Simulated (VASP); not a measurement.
A run of VASP 6.6.1 is set up as follows.

File POSCAR:

```
C
1.0
    2.5031953710      0.0000000000      0.0000000000
   -1.2515976855      2.1678307819      0.0000000000
    0.0000000000      0.0000000000      4.1688692747
C
4
Direct
    0.3333333333      0.6666666667      0.0002313176
    0.6666666667      0.3333333333      0.5002313176
    0.3333333333      0.6666666667      0.3747686824
    0.6666666667      0.3333333333      0.8747686824
```

INCAR.step1

```
SYSTEM = C
PREC = Accurate
ENCUT = 520
EDIFF = 1E-5
ISMEAR = 0
SIGMA = 0.01
LREAL = .False.
LASPH = .True.
NELM = 80
ALGO = Normal
ISIF = 2
LWAVE = .True.
NBANDS = 16
GGA = PE
```

Contents of INCAR.step2:

```
SYSTEM = C
PREC = Accurate
ENCUT = 520
EDIFF = 1E-6
ISMEAR = 0
SIGMA = 0.01
LREAL = .False.
LASPH = .True.
NELM = 80
ALGO = Normal
ISIF = 2
LWAVE = .False.
LCHARG = .True.
GGA = PE
LHFCALC = .True.
HFSCREEN = 0.2079
PRECFOCK = Normal
LELF = .True.
LVHAR = .True.
NBANDS = 16
ISTART = 1
```

File KPOINTS:

```
regular mesh
0
Gamma
  9 9 4
  0 0 0
```

Potentials or basis: VASP PAW PBE potentials, release 64 (C).

Launch:

```bash
$ cat potpaw_PBE.64/C/POTCAR > POTCAR
$ cp INCAR.step1 INCAR
$ mpirun -np 1 vasp_std > vasp.out
$ cp INCAR.step2 INCAR
$ mpirun -np 1 vasp_std > vasp.out
```

(1) What does it give for the pressure?

(2) Estimate the band gap on the k mesh.

## Answers

(1) -4.9 GPa.

(2) 4.37 eV (least direct gap 6.33 eV).

Caveat: the cell stands under tension; the PAW data sets were made with another functional, which shifts forces and pressure a little; an odd mesh through Γ misses points on the zone boundary, where band edges can lie.
